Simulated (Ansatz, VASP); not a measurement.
# Two plane-wave programs on C

```
C
1.0
     5.46967   -0.00803    0.04769
    -0.00803    5.19101    0.05356
     0.04769    0.05356    5.35439
C
16
Direct
  0.59012 0.22541 0.68931
  0.88511 0.65076 0.30215
  0.02112 0.07357 0.58592
  0.22086 0.09934 0.43097
  0.71273 0.72334 0.72320
  0.86236 0.82239 0.52392
  0.74947 0.41529 0.76517
  0.35464 0.52537 0.36084
  0.12283 0.27784 0.03280
  0.27719 0.06681 0.15258
  0.60188 0.94526 0.84186
  0.96665 0.25459 0.81515
  0.40520 0.29485 0.50037
  0.55355 0.69320 0.24925
  0.47555 0.90764 0.09947
  0.08904 0.50323 0.22604
```

Alike in both runs: task relaxation of cell and atoms; functional PBE; k mesh 3 × 3 × 3; occupations gaussian, width 0.1 eV; no spin polarisation.

|  | VASP | Ansatz |
| --- | --- | --- |
| version | VASP 6.6.1 | Ansatz 0.2.0 |
| potentials or method | VASP PAW PBE potentials, release 64 (C), cutoff 600 eV | scalar-relativistic, plane waves, PAW |
| valence electrons in the cell | 64 | 64 |

Ansatz gave:

```
gap on the k mesh at the Fermi level, each at its own relaxed structure (eV) : none
relaxed volume (Å³/atom)                                                     : 8.40
relaxed cell length with the largest relative difference (Å)                 : 5.454
```

**Question.** Estimate VASP's values.

**Answer.** gap on the k mesh at the Fermi level, each at its own relaxed structure (eV): none; relaxed volume (Å³/atom): 8.40; relaxed cell length with the largest relative difference (Å): 5.452.

A gap of «none» marks a metal or a gap that the smearing closes.

The k mesh is coarse, so the values compare programs but aren't converged.
